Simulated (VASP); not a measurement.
A run of VASP 6.6.1 is set up as follows.

File INCAR:

```
PREC = Accurate
ENCUT = 500
EDIFF = 1E-6
ISMEAR = 0
SIGMA = 0.01
LREAL = False
LASPH = True
NELM = 120
ALGO = Normal
ISIF = 2
LWAVE = False
LCHARG = False
GGA = CA
NBANDS = 26
GGA_COMPAT = False
```

Contents of KPOINTS:

```
Automatic mesh
0
Gamma
  2 2 2
```

The input POSCAR:

```
ZnSe
1.0
    4.1077020000      0.0000000000      0.0000000000
    0.0000000000      4.1077020000      0.0000000000
    0.0000000000      0.0000000000      6.0703500000
Zn Se
2 2
Direct
    0.0000000000      0.0000000000      0.0000000000
    0.5000000000      0.5000000000      0.0000000000
    0.0000000000      0.5000000000      0.2462800000
    0.5000000000      0.0000000000      0.7537200000
```

Potentials or basis: VASP PAW LDA potentials, release 64 (Zn, Se).

Launch:

```console
$ cat potpaw_LDA.64/Zn/POTCAR potpaw_LDA.64/Se/POTCAR > POTCAR
$ mpirun -np 1 vasp_std > vasp.out
```

(1) Predict the largest force.

(2) Estimate the pressure.

## Answers

(1) 0.676 eV/Å.

(2) -2.4 GPa.

Caveat: the k points lie up to 0.76 Å⁻¹ apart.
